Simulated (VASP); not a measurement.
# BN (P6_3mc) in VASP: a series of runs

BN is run at these levels: r2SCAN+D3(BJ); tasks: single point, relaxation of shape and atoms at fixed volume.

All numbers are computed with VASP 6.6.1; they aren't measurements. Logs are shortened: lines on timing, memory, paths and dates and some standing lists are left out, and cuts for length are marked.

**1. The cell of the first run**

It takes space group P6_3mc (No. 186, hexagonal). The conventional cell has a = 2.572 Å, b = 2.572 Å, c = 4.253 Å, α = 90.00°, β = 90.00°, γ = 120.00°. Within 2.1 Å of B (site symmetry 3m) lie 4 N at 1.58 to 1.59 Å. N (site symmetry 3m) has 4 B at 1.58 to 1.59 Å within 2.1 Å.

**2. Single point, r2SCAN+D3(BJ) (volume scaled by 1.040)**

File POSCAR:

```
BN
1.0
    2.5717025362      0.0000000000      0.0000000000
   -1.2858512681      2.2271597274      0.0000000000
    0.0000000000      0.0000000000      4.2525838190
B N
2 2
Direct
    0.6666666667      0.3333333333      0.0000980210
    0.3333333333      0.6666666667      0.5000980210
    0.6666666667      0.3333333333      0.3749019790
    0.3333333333      0.6666666667      0.8749019790
```

File INCAR.step1:

```
PREC = Accurate
ENCUT = 520
ISMEAR = 0
SIGMA = 0.05
LREAL = False
LASPH = True
NELM = 80
NBANDS = 16
GGA = PE
ALGO = Normal
EDIFF = 1E-4
LWAVE = True
LCHARG = False
```

File INCAR.step2:

```
PREC = Accurate
ENCUT = 520
EDIFF = 1E-6
ISMEAR = 0
SIGMA = 0.05
LREAL = False
LASPH = True
NELM = 80
ALGO = Normal
ISIF = 2
LWAVE = False
LCHARG = True
METAGGA = R2SCAN
LMIXTAU = True
IVDW = 12
VDW_S6 = 1.0
VDW_S8 = 0.78981345
VDW_A1 = 0.49484001
VDW_A2 = 5.73083694
LELF = True
LVHAR = True
NBANDS = 16
ISTART = 1
```

File KPOINTS:

```
regular mesh
0
Gamma
  10 10 6
```

Potentials or basis: VASP PAW PBE potentials, release 64 (B, N).

Run with:

```
> cat potpaw_PBE.64/B/POTCAR potpaw_PBE.64/N/POTCAR > POTCAR
> cp INCAR.step1 INCAR
> mpirun -np 1 vasp_std > vasp.out
> cp INCAR.step2 INCAR
> mpirun -np 1 vasp_std > vasp.out
```

OUTCAR:

```text
PREC = Accurate
   ENCUT = 520
   EDIFF = 1E-6
   ISMEAR = 0
   LREAL = False
   LASPH = True
   NELM = 80
   ISIF = 2
   METAGGA = R2SCAN
   IVDW = 12
   ISTART = 1
 IVDW          = 12

 ion  position               nearest neighbor table
   1  0.667  0.333  0.000-   4 1.58   4 1.58   4 1.58   3 1.59
   2  0.333  0.667  0.500-   3 1.58   3 1.58   3 1.58   4 1.59
   3  0.667  0.333  0.375-   2 1.58   2 1.58   2 1.58   1 1.59
   4  0.333  0.667  0.875-   1 1.58   1 1.58   1 1.58   2 1.59

  LATTYP: Found a hexagonal cell.
 ALAT       =     2.5717025362
 C/A-ratio  =     1.6536064180

  Lattice vectors:

 A1 = (   2.5717025362,   0.0000000000,   0.0000000000)
 A2 = (  -1.2858512681,   2.2271597274,   0.0000000000)
 A3 = (   0.0000000000,   0.0000000000,   4.2525838190)

Analysis of symmetry for initial positions (statically):
=====================================================================
 Subroutine PRICEL returns:
 Original cell was already a primitive cell.

 Routine SETGRP: Setting up the symmetry group for a
 hexagonal supercell.

 Subroutine GETGRP returns: Found 12 space group operations
 (whereof  6 operations were pure point group operations)
 out of a pool of 24 trial point group operations.

The static configuration has the point symmetry C_3v.
 The point group associated with its full space group is C_6v.

Analysis of symmetry for dynamics (positions and initial velocities):
=====================================================================
 Subroutine PRICEL returns:
 Original cell was already a primitive cell.

 Routine SETGRP: Setting up the symmetry group for a
 hexagonal supercell.

 Subroutine GETGRP returns: Found 12 space group operations
 (whereof  6 operations were pure point group operations)
 out of a pool of 24 trial point group operations.

The dynamic configuration has the point symmetry C_3v.
 The point group associated with its full space group is C_6v.

 Subroutine INISYM returns: Found 12 space group operations
 (whereof  6 operations are pure point group operations),
 and found     1 'primitive' translations

----------------------------------------------------------------------------------------

                                     Primitive cell

  volume of cell :      24.3571

  direct lattice vectors                    reciprocal lattice vectors
     2.571702536  0.000000000  0.000000000     0.388847460  0.224501186  0.000000000
    -1.285851268  2.227159727  0.000000000     0.000000000  0.449002372  0.000000000
     0.000000000  0.000000000  4.252583819     0.000000000  0.000000000  0.235151156

  length of vectors
     2.571702536  2.571702536  4.252583819     0.449002372  0.449002372  0.235151156

  position of ions in fractional coordinates (direct lattice)
     0.666666667  0.333333333  0.000098021
     0.333333333  0.666666667  0.500098021
     0.666666667  0.333333333  0.374901979
     0.333333333  0.666666667  0.874901979

  ion indices of the primitive-cell ions
   primitive index   ion index
                 1           1
                 2           2
                 3           3
                 4           4

----------------------------------------------------------------------------------------

 KPOINTS: regular mesh

Automatic generation of k-mesh.
 Grid dimensions read from file:
 generate k-points for:   10   10    6

 Generating k-lattice:

  Cartesian coordinates                     Fractional coordinates (reciprocal lattice)
     0.038884746  0.022450119  0.000000000     0.100000000 -0.000000000  0.000000000
     0.000000000  0.044900237  0.000000000     0.000000000  0.100000000  0.000000000
     0.000000000  0.000000000  0.039191859     0.000000000  0.000000000  0.166666667

  Length of vectors
     0.044900237  0.044900237  0.039191859

  Shift w.r.t. Gamma in fractional coordinates (k-lattice)
     0.000000000  0.000000000  0.000000000

 Subroutine IBZKPT returns following result:
 ===========================================

 Found     56 irreducible k-points:

 Following reciprocal coordinates:
            Coordinates               Weight
  0.000000  0.000000  0.000000      1.000000
  0.100000 -0.000000  0.000000      6.000000
  0.200000 -0.000000  0.000000      6.000000
  0.300000  0.000000  0.000000      6.000000
  0.400000  0.000000  0.000000      6.000000
  0.500000  0.000000  0.000000      3.000000
[... 16 lines left out ...]
  0.300000  0.100000  0.166667     24.000000
  0.400000  0.100000  0.166667     24.000000
 [... further k-points ...]
   k-points           NKPTS =     56   k-points in BZ     NKDIM =     56   number of bands    NBANDS=     16
   number of dos      NEDOS =    301   number of ions     NIONS =      4
   total plane-waves  NPLWV =  12800
   dimension x,y,z NGX =    20 NGY =   20 NGZ =   32
   dimension x,y,z NGXF=    40 NGYF=   40 NGZF=   64
   ions per type =               2   2
   NGX,Y,Z   is equivalent  to a cutoff of  12.93, 12.93, 12.51 a.u.
   NGXF,Y,Z  is equivalent  to a cutoff of  25.86, 25.86, 25.02 a.u.
 SYSTEM =  unknown system
   PREC   = accura    normal or accurate (medium, high low for compatibility)
   ISTART =      1    job   : 0-new  1-cont  2-samecut
   ICHARG =      0    charge: 1-file 2-atom 10-const
   ISPIN  =      1    spin polarized calculation?
   LNONCOLLINEAR =      F non collinear calculations
   LSORBIT =      F    spin-orbit coupling
   LASPH  =      T    aspherical Exc in radial PAW
   ENCUT  =  520.0 eV  38.22 Ry    6.18 a.u.   4.78  4.78  7.91*2*pi/ulx,y,z
   NELM   =     80;   NELMIN=  2; NELMDL=  0     # of ELM steps
   EDIFF  = 0.1E-05   stopping-criterion for ELM
   LREAL  =      F    real-space projection
   EDIFFG = 0.1E-04   stopping-criterion for IOM
   NSW    =      0    number of steps for IOM
   IBRION =     -1    ionic relax: 0-MD 1-quasi-New 2-CG
   NFREE  =      0    steps in history (QN), initial steepest desc. (CG)
   ISIF   =      2    stress and relaxation
   ISYM   =      2    0-nonsym 1-usesym 2-fastsym
   POTIM  = 0.5000    time-step for ionic-motion
   TEBEG  =    0.0;   TEEND  =   0.0 temperature during run
   PSTRESS=    0.0 pullay stress
   NELECT =      16.0000    total number of electrons
   NUPDOWN=      -1.0000    fix difference up-down
   EMIN   =  10.00;   EMAX   =-10.00  energy-range for DOS
   EFERMI =   0.00;   METHOD = LEGACY
   ISMEAR =     0;   SIGMA  =   0.05  broadening in eV -4-tet -1-fermi 0-gaus
   EFERMI_NEDOS =   21; number of points for ismear=-14 and -15
   IALGO  =     38    algorithm
   IMIX   =      4    mixing-type and parameters
     AMIX     =   0.40;   BMIX     =  1.00
     AMIX_MAG =   1.60;   BMIX_MAG =  1.00
  volume/ion in A,a.u.               =       6.09        41.09
  Fermi-wavevector in a.u.,A,eV,Ry     =   1.423114  2.689296 27.555264  2.025255
  Thomas-Fermi vector in A             =   2.543746
   LORBIT       =      0    0 simple, 1 ext, 2 COOP (PROOUT), +10 PAW based schemes
   METAGGA = R2SCAN    functional components
   LHFCALC =     F    Hartree Fock is set to
   AEXX    =    0.0000 exact exchange contribution
   IVDW    =    12    specifies the selected vdW correction
   LEPSILON=     F    determine dielectric tensor
   LRPA    =     F    only Hartree local field effects (RPA)
 non-spin polarized calculation
 Gauss-broadening in eV      SIGMA  =   0.05
  energy-cutoff  :      520.00
  volume of cell :       24.36
 maximum number of plane-waves:       668
 NGX is ok and might be reduce to    20
   NGX =  9   NGY =  9   NGZ = 15

 number of electron      16.0000000 magnetization

 Free energy of the ion-electron system (eV)
  ---------------------------------------------------
  ext. energy  EPLUGINS =         0.00000000
  ---------------------------------------------------
  free energy    TOTEN  =       -38.24371211 eV

  energy without entropy =      -38.24371211  energy(sigma->0) =      -38.24371211

 E-fermi :   7.2786     XC(G=0): -13.4750

 val. band max:        7.0224999547   @ k =   0.0000   0.0000   0.0000
 cond. band min:      12.9903895655   @ k =   0.3000   0.3000   0.0000
 fundamental gap:      5.9678896108
 Fermi energy:         7.2785935642

 k-point     1 :       0.0000    0.0000    0.0000
  band No.  band energies     occupation
      1     -14.0876      2.00000
      2      -9.9976      2.00000
      3      -3.9904      2.00000
      4       4.8835      2.00000
      5       4.8835      2.00000
      6       6.7776      2.00000
[... 8 lines left out ...]
     15      19.5407      0.00000
     16      24.0371      0.00000

 k-point     2 :       0.1000   -0.0000    0.0000
  band No.  band energies     occupation
      1     -13.8681      2.00000
      2      -9.8318      2.00000
      3      -3.7718      2.00000
      4       3.8877      2.00000
      5       4.4870      2.00000
      6       6.1847      2.00000
[... 8 lines left out ...]
     15      20.1859      0.00000
     16      23.6716      0.00000

 k-point     3 :       0.2000   -0.0000    0.0000
  band No.  band energies     occupation
      1     -13.2216      2.00000
      2      -9.3719      2.00000
      3      -3.1297      2.00000
      4       1.6744      2.00000
      5       3.6285      2.00000
      6       4.2498      2.00000
[... 8 lines left out ...]
     15      21.7820      0.00000
     16      22.8512      0.00000

 k-point     4 :       0.3000    0.0000    0.0000
  band No.  band energies     occupation
      1     -12.1943      2.00000
      2      -8.7761      2.00000
      3      -2.1170      2.00000
      4      -0.6583      2.00000
      5       2.0337      2.00000
      6       2.7802      2.00000
[... 8 lines left out ...]
     15      23.5553      0.00000
     16      23.6598      0.00000
[... 324 lines left out ...]
 k-point    22 :       0.2000    0.1000    0.1667
  band No.  band energies     occupation
      1     -12.4377      2.00000
      2      -9.4020      2.00000
      3      -1.9346      2.00000
      4       0.7222      2.00000
      5       2.0694      2.00000
      6       3.1899      2.00000
[... 8 lines left out ...]
     15      22.6390      0.00000
     16      23.2996      0.00000

 k-point    23 :       0.3000    0.1000    0.1667
  band No.  band energies     occupation
      1     -11.2869      2.00000
      2      -8.7706      2.00000
      3      -1.9594      2.00000
      4      -0.3275      2.00000
      5       0.4990      2.00000
      6       2.0283      2.00000
[... 8 lines left out ...]
     15      23.6283      0.00000
     16      24.1275      0.00000

 k-point    24 :       0.4000    0.1000    0.1667
  band No.  band energies     occupation
      1     -10.0990      2.00000
      2      -8.6335      2.00000
      3      -2.7772      2.00000
      4      -1.1289      2.00000
      5       0.5884      2.00000
      6       1.6129      2.00000
[... 8 lines left out ...]
     15      24.5706      0.00000
     16      24.9383      0.00000

 [... further k-points ...]

------------------------ aborting loop because EDIFF is reached ----------------------------------------

 Edisp (eV)   -0.38124

 E8    (eV) :    -0.0818

  FORCE on cell =-STRESS in cart. coord.  units (eV):
  Direction    XX          YY          ZZ          XY          YZ          ZX
  --------------------------------------------------------------------------------------
  -------------------------------------------------------------------------------------
  Total      -2.05267    -2.05267    -2.03488     0.00000    -0.00000     0.00000
  in kB    -135.02211  -135.02211  -133.85172     0.00000    -0.00000     0.00000
  external pressure =     -134.63 kB  Pullay stress =        0.00 kB

 VOLUME and BASIS-vectors are now :
 -----------------------------------------------------------------------------
  energy-cutoff  :      520.00
  volume of cell :       24.36
      direct lattice vectors                 reciprocal lattice vectors
     2.571702536  0.000000000  0.000000000     0.388847460  0.224501186  0.000000000
    -1.285851268  2.227159727  0.000000000     0.000000000  0.449002372  0.000000000
     0.000000000  0.000000000  4.252583819     0.000000000  0.000000000  0.235151156

 POSITION                                       TOTAL-FORCE (eV/Angst)
 -----------------------------------------------------------------------------------
      1.28585      0.74239      0.00042        -0.000000      0.000000     -0.001942
     -0.00000      1.48477      2.12671         0.000000      0.000000     -0.001942
      1.28585      0.74239      1.59430         0.000000      0.000000      0.001942
     -0.00000      1.48477      3.72059        -0.000000     -0.000000      0.001942
 -----------------------------------------------------------------------------------
    total drift:                                0.000000      0.000000     -0.002352

  FREE ENERGIE OF THE ION-ELECTRON SYSTEM (eV)
  ---------------------------------------------------
  free  energy   TOTEN  =       -38.6249516189 eV

  energy  without entropy=      -38.6249516189  energy(sigma->0) =      -38.62495162
```

Run time: 48 s. Hardware: 1 thread of Intel Xeon Platinum 8375C at 2.90GHz (Ice Lake), shared host; peak memory 0.16 GiB.

Results:

```
Free energy                : -38.6250 eV
Pressure                   : -13.5 GPa
Band gap on the k mesh     : 5.97 eV, indirect (least direct gap 8.81 eV)
Dispersion energy per atom : -0.095 eV
```

Levels at points of the mesh, in eV from the valence-band top:
```
           k point  band 6  band 7  band 8  band 9  band 10  band 11
(0.00, 0.00, 0.00)   -0.24    0.00    0.00    8.94     8.94     9.11
(0.50, 0.00, 0.00)   -5.03   -4.36   -2.13    7.17     8.50    11.22
(0.00, 0.00, 0.50)   -1.18   -1.18   -1.18    9.93     9.93    10.51
(0.50, 0.00, 0.50)   -3.80   -3.61   -3.61    7.07     7.07    10.49
```

Caveat: the PAW data sets were made with another functional, which shifts forces and pressure a little.

(Part 1 of 3 ends here.)
